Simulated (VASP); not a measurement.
# Si in VASP: further runs

Runs on Si. Level: PBE. Tasks: electric field gradients.

Program: VASP 6.6.1. These are calculated values, not measurements. Logs are shortened: lines on timing, memory, paths and dates and some standing lists are left out, and cuts for length are marked.

## 1. The cell of the first run

It takes space group Fd-3m (No. 227, cubic). The conventional cell has a = 5.358 Å, b = 5.358 Å, c = 5.358 Å, α = 90.00°, β = 90.00°, γ = 90.00°. Within 3.1 Å of Si (site symmetry -43m) lie 4 Si at 2.32 Å.

## 2. Electric field gradients, PBE (volume scaled by 0.96)

Input file INCAR:

```
ALGO     = Normal         # electronic algorithm
EDIFF    = 1E-8           # SCF threshold, eV
ENCUT    = 520            # plane-wave cutoff, eV
GGA      = PE             # functional
ISIF     = 2              # what is computed and relaxed
ISMEAR   = -1             # smearing method
LASPH    = T              # aspherical terms in the spheres
LCHARG   = F              # write CHGCAR
LEFG     = T            
LREAL    = F              # projectors in reciprocal space
LWAVE    = F              # write WAVECAR
NBANDS   = 11             # bands
NELM     = 80             # most SCF steps
PREC     = Accurate       # precision mode
SIGMA    = 0.08           # smearing width, eV
```

Input file KPOINTS:

```
k-points
0
Gamma
  11 11 11
```

Input file POSCAR:

```
Si
1.0
    0.0000000000      2.6787699606      2.6787699606
    2.6787699606      0.0000000000      2.6787699606
    2.6787699606      2.6787699606      0.0000000000
Si
2
Direct
    0.5000000000      0.5000000000      0.5000000000
    0.7500000000      0.7500000000      0.7500000000
```

Potentials or basis: VASP PAW PBE potentials, release 64 (Si).

Run with:

```sh
> cat potpaw_PBE.64/Si/POTCAR > POTCAR
> mpirun -np 1 vasp_std > vasp.out
```

OUTCAR:

```text
EDIFF = 1E-8
   ENCUT = 520
   GGA = PE
   ISIF = 2
   ISMEAR = -1
   LASPH = T
   LREAL = F
   NELM = 80
   PREC = Accurate

 ion  position               nearest neighbor table
   1  0.500  0.500  0.500-   2 2.32   2 2.32   2 2.32   2 2.32
   2  0.750  0.750  0.750-   1 2.32   1 2.32   1 2.32   1 2.32

  LATTYP: Found a face centered cubic cell.
 ALAT       =     5.3575399212

  Lattice vectors:

 A1 = (   0.0000000000,   2.6787699606,   2.6787699606)
 A2 = (   2.6787699606,   0.0000000000,   2.6787699606)
 A3 = (   2.6787699606,   2.6787699606,   0.0000000000)

Analysis of symmetry for initial positions (statically):
=====================================================================
 Subroutine PRICEL returns:
 Original cell was already a primitive cell.

 Routine SETGRP: Setting up the symmetry group for a
 face centered cubic supercell.

 Subroutine GETGRP returns: Found 48 space group operations
 (whereof 24 operations were pure point group operations)
 out of a pool of 48 trial point group operations.

The static configuration has the point symmetry T_d .
 The point group associated with its full space group is O_h .

Analysis of symmetry for dynamics (positions and initial velocities):
=====================================================================
 Subroutine PRICEL returns:
 Original cell was already a primitive cell.

 Routine SETGRP: Setting up the symmetry group for a
 face centered cubic supercell.

 Subroutine GETGRP returns: Found 48 space group operations
 (whereof 24 operations were pure point group operations)
 out of a pool of 48 trial point group operations.

The dynamic configuration has the point symmetry T_d .
 The point group associated with its full space group is O_h .

 Subroutine INISYM returns: Found 48 space group operations
 (whereof 24 operations are pure point group operations),
 and found     1 'primitive' translations

----------------------------------------------------------------------------------------

                                     Primitive cell

  volume of cell :      38.4447

  direct lattice vectors                    reciprocal lattice vectors
     0.000000000  2.678769961  2.678769961    -0.186652832  0.186652832  0.186652832
     2.678769961  0.000000000  2.678769961     0.186652832 -0.186652832  0.186652832
     2.678769961  2.678769961  0.000000000     0.186652832  0.186652832 -0.186652832

  length of vectors
     3.788352809  3.788352809  3.788352809     0.323292189  0.323292189  0.323292189

  position of ions in fractional coordinates (direct lattice)
     0.500000000  0.500000000  0.500000000
     0.750000000  0.750000000  0.750000000

  ion indices of the primitive-cell ions
   primitive index   ion index
                 1           1
                 2           2

----------------------------------------------------------------------------------------

 KPOINTS: k-points

Automatic generation of k-mesh.
 Grid dimensions read from file:
 generate k-points for:   11   11   11

 Generating k-lattice:

  Cartesian coordinates                     Fractional coordinates (reciprocal lattice)
    -0.016968439  0.016968439  0.016968439     0.090909091  0.000000000  0.000000000
     0.016968439 -0.016968439  0.016968439     0.000000000  0.090909091  0.000000000
     0.016968439  0.016968439 -0.016968439     0.000000000  0.000000000  0.090909091

  Length of vectors
     0.029390199  0.029390199  0.029390199

  Shift w.r.t. Gamma in fractional coordinates (k-lattice)
     0.000000000  0.000000000  0.000000000

 Subroutine IBZKPT returns following result:
 ===========================================

 Found     56 irreducible k-points:

 Following reciprocal coordinates:
            Coordinates               Weight
  0.000000  0.000000  0.000000      1.000000
  0.090909  0.000000  0.000000      8.000000
  0.181818  0.000000  0.000000      8.000000
  0.272727  0.000000  0.000000      8.000000
  0.363636  0.000000  0.000000      8.000000
  0.454545  0.000000  0.000000      8.000000
[... 16 lines left out ...]
 -0.272727  0.181818  0.000000     24.000000
 -0.181818  0.181818  0.000000     12.000000
 [... further k-points ...]
   k-points           NKPTS =     56   k-points in BZ     NKDIM =     56   number of bands    NBANDS=     11
   number of dos      NEDOS =    301   number of ions     NIONS =      2
   total plane-waves  NPLWV =  21952
   dimension x,y,z NGX =    28 NGY =   28 NGZ =   28
   dimension x,y,z NGXF=    56 NGYF=   56 NGZF=   56
   ions per type =               2
   NGX,Y,Z   is equivalent  to a cutoff of  12.29, 12.29, 12.29 a.u.
   NGXF,Y,Z  is equivalent  to a cutoff of  24.57, 24.57, 24.57 a.u.
 SYSTEM =  unknown system
   PREC   = accura    normal or accurate (medium, high low for compatibility)
   ISTART =      0    job   : 0-new  1-cont  2-samecut
   ICHARG =      2    charge: 1-file 2-atom 10-const
   ISPIN  =      1    spin polarized calculation?
   LNONCOLLINEAR =      F non collinear calculations
   LSORBIT =      F    spin-orbit coupling
   LASPH  =      T    aspherical Exc in radial PAW
   ENCUT  =  520.0 eV  38.22 Ry    6.18 a.u.   7.04  7.04  7.04*2*pi/ulx,y,z
   NELM   =     80;   NELMIN=  2; NELMDL= -5     # of ELM steps
   EDIFF  = 0.1E-07   stopping-criterion for ELM
   LREAL  =      F    real-space projection
   EDIFFG = 0.1E-06   stopping-criterion for IOM
   NSW    =      0    number of steps for IOM
   IBRION =     -1    ionic relax: 0-MD 1-quasi-New 2-CG
   NFREE  =      0    steps in history (QN), initial steepest desc. (CG)
   ISIF   =      2    stress and relaxation
   ISYM   =      2    0-nonsym 1-usesym 2-fastsym
   POTIM  = 0.5000    time-step for ionic-motion
   TEBEG  =    0.0;   TEEND  =   0.0 temperature during run
   PSTRESS=    0.0 pullay stress
   NELECT =       8.0000    total number of electrons
   NUPDOWN=      -1.0000    fix difference up-down
   EMIN   =  10.00;   EMAX   =-10.00  energy-range for DOS
   EFERMI =   0.00;   METHOD = LEGACY
   ISMEAR =    -1;   SIGMA  =   0.08  broadening in eV -4-tet -1-fermi 0-gaus
   EFERMI_NEDOS =   21; number of points for ismear=-14 and -15
   IALGO  =     38    algorithm
   IMIX   =      4    mixing-type and parameters
     AMIX     =   0.40;   BMIX     =  1.00
     AMIX_MAG =   1.60;   BMIX_MAG =  1.00
  volume/ion in A,a.u.               =      19.22       129.72
  Fermi-wavevector in a.u.,A,eV,Ry     =   0.970121  1.833264 12.804926  0.941135
  Thomas-Fermi vector in A             =   2.100230
   LORBIT       =      0    0 simple, 1 ext, 2 COOP (PROOUT), +10 PAW based schemes
   GGA     = PE    functional components
[... 5 lines left out ...]
 non-spin polarized calculation
  energy-cutoff  :      520.00
  volume of cell :       38.44
 maximum number of plane-waves:      1044
   NGX = 15   NGY = 15   NGZ = 15

 number of electron       8.0000000 magnetization

 Free energy of the ion-electron system (eV)
  ---------------------------------------------------
  ext. energy  EPLUGINS =         0.00000000
  ---------------------------------------------------
  free energy    TOTEN  =       -10.80449680 eV

  energy without entropy =      -10.80405901  energy(sigma->0) =      -10.80427791

 E-fermi :   6.4832     XC(G=0):  -9.5694

 val. band max:        6.2450091163   @ k =   0.0000   0.0000   0.0000
 cond. band min:       6.7611054071   @ k =   0.4545   0.4545   0.0000
 fundamental gap:      0.5160962908
 Fermi energy:         6.4832499391

 k-point     1 :       0.0000    0.0000    0.0000
  band No.  band energies     occupation
      1      -5.9974      2.00000
      2       6.2450      1.90314
      3       6.2450      1.90314
      4       6.2450      1.90314
      5       8.8264      0.00000
      6       8.8264      0.00000
      7       8.8264      0.00000
      8      10.0951      0.00000
      9      13.9844      0.00000
     10      13.9844      0.00000
     11      14.3694      0.00000

 k-point     2 :       0.0909    0.0000    0.0000
  band No.  band energies     occupation
      1      -5.8852      2.00000
      2       5.2542      2.00000
      3       6.0701      1.98863
      4       6.0701      1.98863
      5       8.9231      0.00000
      6       9.0840      0.00000
      7       9.0840      0.00000
      8      10.8028      0.00000
      9      13.6650      0.00000
     10      13.6650      0.00000
     11      14.8356      0.00000
[... 295 lines left out ...]
 k-point    24 :      -0.1818    0.1818    0.0000
  band No.  band energies     occupation
      1      -4.8323      2.00000
      2       2.1327      2.00000
      3       3.4460      2.00000
      4       5.5412      1.99998
      5       9.3414      0.00000
      6      10.0444      0.00000
      7      10.3702      0.00000
      8      12.0989      0.00000
      9      12.2966      0.00000
     10      16.5650      0.00000
     11      17.1394      0.00000

 [... further k-points ...]
[... 5 lines left out ...]
  --------------------------------------------------------------------------------------
  -------------------------------------------------------------------------------------
  Total        1.4973737      1.4973737      1.4973737      0.0000000      0.0000000      0.0000000
  in kB       62.4028626     62.4028626     62.4028626      0.0000000      0.0000000      0.0000000
  external PRESSURE =      62.4028626 kB  Pullay stress =       0.0000000 kB

 VOLUME and BASIS-vectors are now :
 -----------------------------------------------------------------------------
  energy-cutoff  :      520.00
  volume of cell :       38.44
      direct lattice vectors                 reciprocal lattice vectors
     0.000000000  2.678769961  2.678769961    -0.186652832  0.186652832  0.186652832
     2.678769961  0.000000000  2.678769961     0.186652832 -0.186652832  0.186652832
     2.678769961  2.678769961  0.000000000     0.186652832  0.186652832 -0.186652832

 POSITION                                       TOTAL-FORCE (eV/Angst)
 -----------------------------------------------------------------------------------
      2.67877      2.67877      2.67877         0.000000      0.000000      0.000000
      4.01815      4.01815      4.01815        -0.000000     -0.000000     -0.000000
 -----------------------------------------------------------------------------------
    total drift:                                0.000000      0.000000     -0.000000

  FREE ENERGIE OF THE ION-ELECTRON SYSTEM (eV)
  ---------------------------------------------------
  free  energy   TOTEN  =       -10.8044968049 eV

  energy  without entropy=      -10.8040590142  energy(sigma->0) =      -10.80427791

 Electric field gradients (V/A^2)
---------------------------------------------------------------------
 ion       V_xx      V_yy      V_zz      V_xy      V_xz      V_yz
---------------------------------------------------------------------
   1      -0.000    -0.000     0.000    -0.000    -0.000    -0.000
   2      -0.000    -0.000     0.000    -0.000    -0.000    -0.000
---------------------------------------------------------------------

 Electric field gradients after diagonalization (V/A^2)
 (convention: |V_zz| > |V_xx| > |V_yy|)
----------------------------------------------------------------------
 ion       V_xx      V_yy      V_zz     asymmetry (V_yy - V_xx)/ V_zz
----------------------------------------------------------------------
   1       0.000     0.000    -0.000       0.000
   2       0.000     0.000    -0.000       0.000
----------------------------------------------------------------------

           NMR quadrupolar parameters

 Cq : quadrupolar parameter    Cq=e*Q*V_zz/h
 eta: asymmetry parameters     (V_yy - V_xx)/ V_zz
 Q  : nuclear electric quadrupole moment in mb (millibarn)
----------------------------------------------------------------------
 ion       Cq(MHz)       eta       Q (mb)
----------------------------------------------------------------------
   1      -0.000       0.000       1.000
   2      -0.000       0.000       1.000
----------------------------------------------------------------------
```

Run time: 30 s. Hardware: 1 thread of Intel Xeon 8259CL, shared host; peak memory 0.16 GiB.

Results:

* Free energy: -10.8045 eV
* Pressure: 6.2 GPa
* Band gap on the k mesh: 0.52 eV, indirect (least direct gap 2.58 eV)

Caveat: without QUAD_EFG the Cq values of the log hold for a quadrupole moment of 1 mb, not for the nuclei. A k mesh can miss the band edges.

## 3. Electric field gradients, PBE (volume scaled by 0.96)

Input file INCAR:

```
SYSTEM = Si
PREC = Accurate
ENCUT = 520
EDIFF = 1E-8
ISMEAR = -1
SIGMA = 0.08
LREAL = .FALSE.
LASPH = .TRUE.
NELM = 80
ALGO = Normal
ISIF = 2
LWAVE = .FALSE.
LCHARG = .FALSE.
GGA = PE
LEFG = .TRUE.
NBANDS = 11
```

Input file KPOINTS:

```
regular mesh
0
G
  11 11 11
  0 0 0
```

POSCAR is that of step 2.

Potentials or basis: VASP PAW PBE potentials, release 64 (Si).

Run with:

```sh
> cat potpaw_PBE.64/Si/POTCAR > POTCAR
> mpirun -np 1 vasp_std > vasp.out
```

OUTCAR:

```text
SYSTEM = Si
   PREC = Accurate
   ENCUT = 520
   EDIFF = 1E-8
   ISMEAR = -1
   LREAL = .FALSE.
   LASPH = .TRUE.
   NELM = 80
   ISIF = 2
   GGA = PE

 ion  position               nearest neighbor table
   1  0.500  0.500  0.500-   2 2.32   2 2.32   2 2.32   2 2.32
   2  0.750  0.750  0.750-   1 2.32   1 2.32   1 2.32   1 2.32

  LATTYP: Found a face centered cubic cell.
 ALAT       =     5.3575399212

  Lattice vectors:

 A1 = (   0.0000000000,   2.6787699606,   2.6787699606)
 A2 = (   2.6787699606,   0.0000000000,   2.6787699606)
[... 549 lines left out ...]
  ---------------------------------------------------
  free  energy   TOTEN  =       -10.8044968049 eV

  energy  without entropy=      -10.8040590142  energy(sigma->0) =      -10.80427791

 Electric field gradients (V/A^2)
---------------------------------------------------------------------
 ion       V_xx      V_yy      V_zz      V_xy      V_xz      V_yz
---------------------------------------------------------------------
   1      -0.000    -0.000     0.000    -0.000    -0.000    -0.000
   2      -0.000    -0.000     0.000    -0.000    -0.000    -0.000
---------------------------------------------------------------------

 Electric field gradients after diagonalization (V/A^2)
 (convention: |V_zz| > |V_xx| > |V_yy|)
----------------------------------------------------------------------
 ion       V_xx      V_yy      V_zz     asymmetry (V_yy - V_xx)/ V_zz
----------------------------------------------------------------------
   1       0.000     0.000    -0.000       0.000
   2       0.000     0.000    -0.000       0.000
----------------------------------------------------------------------

           NMR quadrupolar parameters

 Cq : quadrupolar parameter    Cq=e*Q*V_zz/h
 eta: asymmetry parameters     (V_yy - V_xx)/ V_zz
 Q  : nuclear electric quadrupole moment in mb (millibarn)
----------------------------------------------------------------------
 ion       Cq(MHz)       eta       Q (mb)
----------------------------------------------------------------------
   1      -0.000       0.000       1.000
   2      -0.000       0.000       1.000
----------------------------------------------------------------------
```

stdout:

```text
POSCAR found type information on POSCAR Si
 POSCAR found :  1 types and       2 ions
 scaLAPACK will be used
 LDA part: xc-table for (Slater+PW92), standard interpolation
 POSCAR, INCAR and KPOINTS ok, starting setup
 FFT: planning ... GRIDC
 FFT: planning ... GRID_SOFT
 FFT: planning ... GRID
 WAVECAR not read
 entering main loop
ion   1

ion   2
```

It took 25 s on 1 thread of Intel Xeon 8259CL, shared host; peak memory 0.16 GiB.

Results:

```yaml
Free_energy: -10.8045 eV
Pressure: 6.2 GPa
Band_gap_on_the_k_mesh: 0.52 eV, indirect (least direct gap 2.58 eV)
```

Caveat: without QUAD_EFG the Cq values of the log hold for a quadrupole moment of 1 mb, not for the nuclei. A k mesh can miss the band edges.

[end of part 1 of 2]
